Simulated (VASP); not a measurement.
A run of VASP 6.6.1 is set up as follows.

Contents of INCAR:

```
ALGO = Fast ; EDIFF = 1E-7
ENCUT = 520 ; GGA = PE
ISIF = 2 ; ISMEAR = 0
LASPH = True ; LCHARG = True
LELF = True ; LREAL = False
LVHAR = True ; LWAVE = False
NBANDS = 18 ; NELM = 100
PREC = Accurate ; SIGMA = 0.1
```

Contents of KPOINTS:

```
k-points
0
Gamma
  14 14 14
```

POSCAR

```
ZnCu
1.0
    2.9633444056      0.0000000000      0.0000000000
    0.0000000000      2.9633444056      0.0000000000
    0.0000000000      0.0000000000      2.9633444056
Cu Zn
1 1
Direct
    0.5000000000      0.5000000000      0.5000000000
    0.0000000000      0.0000000000      0.0000000000
```

Potentials or basis: VASP PAW PBE potentials, release 64 (Cu, Zn).

The run is started by

```sh
$ cat potpaw_PBE.64/Cu/POTCAR potpaw_PBE.64/Zn/POTCAR > POTCAR
$ mpirun -np 1 vasp_std > vasp.out
```

Question: Estimate the pressure.

Answer: 0.5 GPa.
